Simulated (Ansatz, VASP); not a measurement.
**Zn2SeS in VASP and in Ansatz**

File INCAR:

```
SYSTEM = Zn2SeS
PREC = Accurate
ENCUT = 520
EDIFF = 1E-6
ISMEAR = 0
SIGMA = 0.05
LREAL = .False.
LASPH = .True.
NELM = 100
ALGO = Normal
ISIF = 2
LWAVE = .False.
LCHARG = .False.
GGA = CA
NBANDS = 26
```

The input KPOINTS:

```
Automatic mesh
0
Gamma
  8 8 6
  0 0 0
```

POSCAR

```
Zn2SeS
1.0
    4.2024835895      0.0000000000      0.0000000000
    0.0000000000      4.2024835895      0.0000000000
    0.0000000000      0.0000000000      5.5221151400
Zn Se S
2 1 1
Direct
    0.5000000000      0.0000000000      0.7630636300
    0.0000000000      0.5000000000      0.2369363700
    0.0000000000      0.0000000000      0.5000000000
    0.5000000000      0.5000000000      0.0000000000
```

Input for Ansatz:

```yaml
crystal:
  lattice:
    - [4.2024835895, 0.0, 0.0]
    - [0.0, 4.2024835895, 0.0]
    - [0.0, 0.0, 5.52211514]
  atoms:
    - { symbol: Zn, position: [0.5, 0.0, 0.76306363] }
    - { symbol: Zn, position: [0.0, 0.5, 0.23693637] }
    - { symbol: Se, position: [0.0, 0.0, 0.5] }
    - { symbol: S, position: [0.5, 0.5, 0.0] }
basis:
  ecutwfc: 420
kpoints:
  mp_grid: { grid: [8, 8, 6] }
hamiltonian:
  xc: lda
scf:
  occupations: { method: gaussian, width: 0.05 }
output:
  forces: true
  stress: true
  eigenvalues: true
```

Change from the starting cell: strain +0.0750 x Voigt [1, 1, 0, 0, 0, 0], atoms carried along.

Alike in both runs: task single point; functional LDA; k mesh 8 × 8 × 6; occupations gaussian, width 0.05 eV; no spin polarisation.

```csv
,VASP,Ansatz
version,VASP 6.6.1,Ansatz 0.2.0
potentials or method,"VASP PAW LDA potentials, release 64 (Zn, Se, S), cutoff 520 eV","scalar-relativistic, plane waves, PAW"
valence electrons in the cell,36,46
```

VASP gave:

| Property | Result |
| --- | --- |
| gap on the k mesh at the Fermi level (eV) | 0.74 |
| least direct gap on the mesh (eV) | 0.74 |
| pressure (GPa) | -9.8 |
| traceless stress, the component that is largest in VASP (GPa) | 1.93 |
| rms of the force components (eV/Å) | 0.017 |

Question: Estimate Ansatz's values.

Answer: gap on the k mesh at the Fermi level (eV): 0.71; least direct gap on the mesh (eV): 0.71; pressure (GPa): -10.0; traceless stress, the component that is largest in VASP (GPa): 1.94; rms of the force components (eV/Å): 0.018.

LDA's correlation is that of Perdew and Zunger in VASP and of Perdew and Wang (1992) in Ansatz. Atom by atom the forces differ by 0.001 eV/Å (rms over components). VASP's potentials hold 36 valence electrons a cell and Ansatz's 46, so a difference there can come from the potentials and not from the codes.
